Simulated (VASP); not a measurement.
# InSe in VASP: single point with PBE+D3(BJ)

Aim: the single point of InSe with PBE+D3(BJ).

Program: VASP 6.6.1. These are calculated values, not measurements. Logs are shortened: lines on timing, memory, paths and dates and some standing lists are left out, and cuts for length are marked.

**1. The cell of the first run**

The cell holds a slab with vacuum, 8 atoms: a = 4.027 Å, b = 4.027 Å, c = 28.271 Å, α = 90.00°, β = 90.00°, γ = 120.00°.

**2. Single point, PBE+D3(BJ) (layers slid over each other, then relaxed in part)**

File INCAR:

```
SYSTEM = InSe
PREC = Accurate ; ENCUT = 400
EDIFF = 1E-6 ; ISMEAR = 0
SIGMA = 0.05 ; LREAL = .FALSE.
LASPH = .TRUE. ; NELM = 120
ALGO = Normal ; ISIF = 2
LWAVE = .FALSE. ; LCHARG = .TRUE.
LDIPOL = .TRUE. ; IDIPOL = 3
DIPOL = 0.5 0.5 0.409 ; GGA = PE
IVDW = 12 ; LELF = .TRUE.
LVHAR = .TRUE. ; LVACPOTAV = .TRUE.
NBANDS = 48 ; GGA_COMPAT = .FALSE.
NELMDL = -8
```

File KPOINTS:

```
regular mesh
0
G
  9 9 1
  0 0 0
```

File POSCAR:

```
InSe
1.0
    4.0266104808      0.0000000000      0.0000000000
   -2.0133052404      3.4871469675      0.0000000000
    0.0000000000      0.0000000000     28.2707100106
Se In
4 4
Direct
    0.0000000000      0.0000000000      0.1591753443
    0.0000000000      0.0000000000      0.3495601292
    0.0000000000      0.3333333333      0.4674423867
    0.0000000000      0.3333333333      0.6578266489
    0.6666666667      0.3333333333      0.2049757359
    0.6666666667      0.3333333333      0.3038183740
    0.6666666667      0.6666666667      0.5131838338
    0.6666666667      0.6666666667      0.6120265328
```

Potentials or basis: VASP PAW PBE potentials, release 64 (Se, In_d).

Run with:

```console
$ cat potpaw_PBE.64/Se/POTCAR potpaw_PBE.64/In_d/POTCAR > POTCAR
$ mpirun -np 1 vasp_std > vasp.out
```

OUTCAR:

```text
SYSTEM = InSe
   PREC = Accurate
   ENCUT = 400
   EDIFF = 1E-6
   ISMEAR = 0
   LREAL = .FALSE.
   LASPH = .TRUE.
   NELM = 120
   ISIF = 2
   GGA = PE
   IVDW = 12
   NELMDL = -8
 IVDW          = 12

 ion  position               nearest neighbor table
   1  0.000  0.000  0.159-   5 2.66   5 2.66   5 2.66
   2  0.000  0.000  0.350-   6 2.66   6 2.66   6 2.66
   3  0.000  0.333  0.467-   7 2.66   7 2.66   7 2.66
   4  0.000  0.333  0.658-   8 2.66   8 2.66   8 2.66
   5  0.667  0.333  0.205-   1 2.66   1 2.66   1 2.66   6 2.79
   6  0.667  0.333  0.304-   2 2.66   2 2.66   2 2.66   5 2.79
   7  0.667  0.667  0.513-   3 2.66   3 2.66   3 2.66   8 2.79
   8  0.667  0.667  0.612-   4 2.66   4 2.66   4 2.66   7 2.79

  LATTYP: Found a hexagonal cell.
 ALAT       =     4.0266104808
 C/A-ratio  =     7.0209696581

  Lattice vectors:

 A1 = (   4.0266104808,   0.0000000000,   0.0000000000)
 A2 = (  -2.0133052404,   3.4871469675,   0.0000000000)
 A3 = (   0.0000000000,   0.0000000000,  28.2707100106)

Analysis of symmetry for initial positions (statically):
=====================================================================
 Subroutine PRICEL returns:
 Original cell was already a primitive cell.

 Routine SETGRP: Setting up the symmetry group for a
 hexagonal supercell.

 Subroutine GETGRP returns: Found  2 space group operations
 (whereof  1 operations were pure point group operations)
 out of a pool of 24 trial point group operations.

The static configuration has the point symmetry C_1 .
 The point group associated with its full space group is C_2 .

Analysis of symmetry for dynamics (positions and initial velocities):
=====================================================================
 Subroutine PRICEL returns:
 Original cell was already a primitive cell.

 Routine SETGRP: Setting up the symmetry group for a
 hexagonal supercell.

 Subroutine GETGRP returns: Found  2 space group operations
 (whereof  1 operations were pure point group operations)
 out of a pool of 24 trial point group operations.

The dynamic configuration has the point symmetry C_1 .
 The point group associated with its full space group is C_2 .

 Subroutine INISYM returns: Found  2 space group operations
 (whereof  1 operations are pure point group operations),
 and found     1 'primitive' translations

[... 112 lines left out ...]
   ISYM   =      2    0-nonsym 1-usesym 2-fastsym
   POTIM  = 0.5000    time-step for ionic-motion
   TEBEG  =    0.0;   TEEND  =   0.0 temperature during run
   PSTRESS=    0.0 pullay stress
   NELECT =      76.0000    total number of electrons
   NUPDOWN=      -1.0000    fix difference up-down
   EMIN   =  10.00;   EMAX   =-10.00  energy-range for DOS
   EFERMI =   0.00;   METHOD = LEGACY
   ISMEAR =     0;   SIGMA  =   0.05  broadening in eV -4-tet -1-fermi 0-gaus
   EFERMI_NEDOS =   21; number of points for ismear=-14 and -15
   IALGO  =     38    algorithm
   IMIX   =      4    mixing-type and parameters
     AMIX     =   0.40;   BMIX     =  1.00
     AMIX_MAG =   1.60;   BMIX_MAG =  1.00
  volume/ion in A,a.u.               =      49.62       334.85
  Fermi-wavevector in a.u.,A,eV,Ry     =   0.943548  1.783046 12.113024  0.890282
  Thomas-Fermi vector in A             =   2.071266
   LORBIT       =      0    0 simple, 1 ext, 2 COOP (PROOUT), +10 PAW based schemes
   GGA     = PE    functional components
   LHFCALC =     F    Hartree Fock is set to
   AEXX    =    0.0000 exact exchange contribution
   IVDW    =    12    specifies the selected vdW correction
   LEPSILON=     F    determine dielectric tensor
   LRPA    =     F    only Hartree local field effects (RPA)
 non-spin polarized calculation
 Gauss-broadening in eV      SIGMA  =   0.05
  energy-cutoff  :      400.00
  volume of cell :      396.96
 maximum number of plane-waves:      7281
 NGX is ok and might be reduce to    28
   NGX = 13   NGY = 13   NGZ = 93

 dipolmoment           0.000000      0.000000      0.000004 electrons x Angstroem

 number of electron      75.9999979 magnetization

 dipolmoment           0.000000      0.000000     -0.000189 electrons x Angstroem

 Free energy of the ion-electron system (eV)
  ---------------------------------------------------
  ext. energy  EPLUGINS =         0.00000000
  ---------------------------------------------------
  free energy    TOTEN  =       -28.36571891 eV

  energy without entropy =      -28.36571891  energy(sigma->0) =      -28.36571891

 E-fermi :   0.0926     XC(G=0):  -5.6622

 val. band max:       -0.1724077981   @ k =   0.1111   0.0000   0.0000
 cond. band min:       0.9323720203   @ k =   0.0000   0.0000   0.0000
 fundamental gap:      1.1047798184
 Fermi energy:         0.0925955757

 k-point     1 :       0.0000    0.0000    0.0000
  band No.  band energies     occupation
      1     -14.5181      2.00000
      2     -14.5163      2.00000
      3     -14.3354      2.00000
      4     -14.3342      2.00000
      5     -14.3336      2.00000
      6     -14.3325      2.00000
[... 1213 lines left out ...]
     47       5.2495      0.00000
     48       5.3503      0.00000

 [... further k-points ...]

------------------------ aborting loop because EDIFF is reached ----------------------------------------

 Edisp (eV)   -2.02017

 E8    (eV) :    -0.9470

  FORCE on cell =-STRESS in cart. coord.  units (eV):
  Direction    XX          YY          ZZ          XY          YZ          ZX
  --------------------------------------------------------------------------------------
  -------------------------------------------------------------------------------------
  Total      -0.06623     0.01757    -0.02007    -0.07258     0.22340    -0.12898
  in kB      -0.26732     0.07093    -0.08100    -0.29293     0.90167    -0.52058
  external pressure =       -0.09 kB  Pullay stress =        0.00 kB

 VOLUME and BASIS-vectors are now :
 -----------------------------------------------------------------------------
  energy-cutoff  :      400.00
  volume of cell :      396.96
      direct lattice vectors                 reciprocal lattice vectors
     4.026610481  0.000000000  0.000000000     0.248347836  0.143383690  0.000000000
    -2.013305240  3.487146968  0.000000000     0.000000000  0.286767380  0.000000000
     0.000000000  0.000000000 28.270710011     0.000000000  0.000000000  0.035372299

 POSITION                                       TOTAL-FORCE (eV/Angst)
 -----------------------------------------------------------------------------------
      0.00000      0.00000      4.50000         0.000167     -0.001479     -0.015420
      0.00000      0.00000      9.88231         0.028019     -0.059741      0.015166
     -0.67110      1.16238     13.21493        -0.037728      0.054136     -0.015166
     -0.67110      1.16238     18.59723        -0.001197      0.000884      0.015420
      2.01331      1.16238      5.79481         0.000729     -0.004393      0.013736
      2.01331      1.16238      8.58916         0.004000      0.008605     -0.015129
      1.34220      2.32476     14.50807         0.009452     -0.000839      0.015129
      1.34220      2.32476     17.30242        -0.003440      0.002828     -0.013736
 -----------------------------------------------------------------------------------
    total drift:                               -0.000868     -0.000468     -0.021772

  FREE ENERGIE OF THE ION-ELECTRON SYSTEM (eV)
  ---------------------------------------------------
  free  energy   TOTEN  =       -30.3858938491 eV

  energy  without entropy=      -30.3858938491  energy(sigma->0) =      -30.38589385

 vacuum level on the upper side and lower side of the slab         5.496         5.498
```

stdout:

```text
POSCAR found type information on POSCAR SeIn
 POSCAR found :  2 types and       8 ions
 scaLAPACK will be used
 LDA part: xc-table for (Slater+PW92), standard interpolation
 POSCAR, INCAR and KPOINTS ok, starting setup
 FFT: planning ... GRIDC
 FFT: planning ... GRID_SOFT
 FFT: planning ... GRID
 WAVECAR not read
 entering main loop
 -----------------------------------------------------------------------------
|                                                                             |
|           W    W    AA    RRRRR   N    N  II  N    N   GGGG   !!!           |
|           W    W   A  A   R    R  NN   N  II  NN   N  G    G  !!!           |
|           W    W  A    A  R    R  N N  N  II  N N  N  G       !!!           |
|           W WW W  AAAAAA  RRRRR   N  N N  II  N  N N  G  GGG   !            |
|           WW  WW  A    A  R   R   N   NN  II  N   NN  G    G                |
|           W    W  A    A  R    R  N    N  II  N    N   GGGG   !!!           |
|                                                                             |
|     Did not find any points to average over, which means that no vacuum     |
|     field-free region was found. Please increase the size of  your cell     |
|     in the dimension of the dipole correction to obtain accurate            |
|     workfunction values.                                                    |
|                                                                             |
 -----------------------------------------------------------------------------
```

Wall time 8.7 min (1 thread of Intel Xeon 6975P-C (Granite Rapids), shared host); peak memory 0.52 GiB.

Results:

| Item | Value |
| --- | --- |
| Free energy | -30.3859 eV |
| Largest force | 0.068 eV/Å |
| Band gap on the k mesh | 1.10 eV (least direct gap 1.16 eV) |
| Dispersion energy per atom | -0.253 eV |

Forces on the atoms (eV/Å):
```
Se   0.000 -0.001 -0.015
Se   0.028 -0.060  0.015
Se  -0.038  0.054 -0.015
Se  -0.001  0.001  0.015
In   0.001 -0.004  0.014
In   0.004  0.009 -0.015
In   0.009 -0.001  0.015
In  -0.003  0.003 -0.014
```

Caveat: the cell differs from its parent crystal (layers slid over each other, then relaxed in part); spin-orbit coupling is left out, which moves the levels of the heavy elements.
